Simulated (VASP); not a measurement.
Runs of VASP 6.6.1 on Pd. The structure is that of space group Pm-3m (No. 221), or close to it. The cells are those of the table. 

```csv
spin,cell,k mesh,smearing,gap on the mesh (eV),pressure (GPa),moment (μB)
"collinear, ferromagnetic start","a = 2.643 Å, 1 atom",12 × 12 × 12,fermi-dirac 0.05 eV,none,-0.2,0.00
"collinear, ferromagnetic start","a = 2.643 Å, 1 atom",19 × 19 × 19,fermi-dirac 0.05 eV,none,-0.2,0.00
off,"a = 2.644 Å, 1 atom",19 × 19 × 19,fermi-dirac 0.1 eV,none,-0.2,-
"collinear, ferromagnetic start","a = 2.643 Å, 1 atom",13 × 13 × 13,fermi-dirac 0.05 eV,none,(a),0.00
off,"a = 2.572 Å, 1 atom",13 × 13 × 13,fermi-dirac 0.1 eV,none,10.4,-
```

Alike in all rows: task single point; level RPBE; potentials or basis VASP PAW PBE potentials, release 64 (Pd); cutoff (eV) 520.

Task: Fill in the values left out.

Result: (a) -0.4.

Caveats: the PAW data sets were made with another functional, which shifts forces and pressure a little.

A k mesh can miss the band edges, and the runs leave out spin-orbit coupling on Pd.

A gap of «none» marks levels without a gap at the run's occupations.
